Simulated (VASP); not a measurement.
## Pt3Pb: single point with LDA

Pt3Pb:

```xyz
4
Lattice="4.0580 0.0000 0.0000 0.0000 4.0580 0.0000 0.0000 0.0000 4.0580" Properties=species:S:1:pos:R:3 pbc="T T T"
Pt    0.0000    2.0290    2.0290
Pt    2.0290    0.0000    2.0290
Pt    2.0290    2.0290    0.0000
Pb    0.0000    0.0000    0.0000
```

```
Program                : VASP 6.6.1
Task                   : single point
Functional             : LDA
Potentials or basis    : VASP PAW LDA potentials, release 64 (Pt, Pb_d)
Cutoff                 : 520 eV
k mesh                 : 9 × 9 × 9
Occupations            : fermi-dirac, width 0.03 eV
Spin                   : no spin polarisation
Dipole correction      : no
Further INCAR settings : ALGO = Normal; EDIFF = 1e-06; NBANDS = 30
```

```
Pressure               : -2.3 GPa
Band gap on the k mesh : zero (bands 22 and 23 overlap by 0.37 eV)
```

Levels at points of the mesh, in eV from the Fermi level:
| k point | band 18 | band 19 | band 20 | band 21 | band 22 | band 23 | band 24 | band 25 | band 26 | band 27 |
| --- | --- | --- | --- | --- | --- | --- | --- | --- | --- | --- |
| (0.00, 0.00, 0.00) | -1.04 | -1.04 | -1.04 | -0.43 | 0.08 | 0.08 | 0.08 | 1.54 | 6.12 | 6.12 |

It took 41 s on 1 thread of AMD EPYC 7R13 Processor (Zen 3) (shared host), peak memory 0.16 GiB.

Caveat: spin-orbit coupling is left out, which moves the levels of the heavy elements.
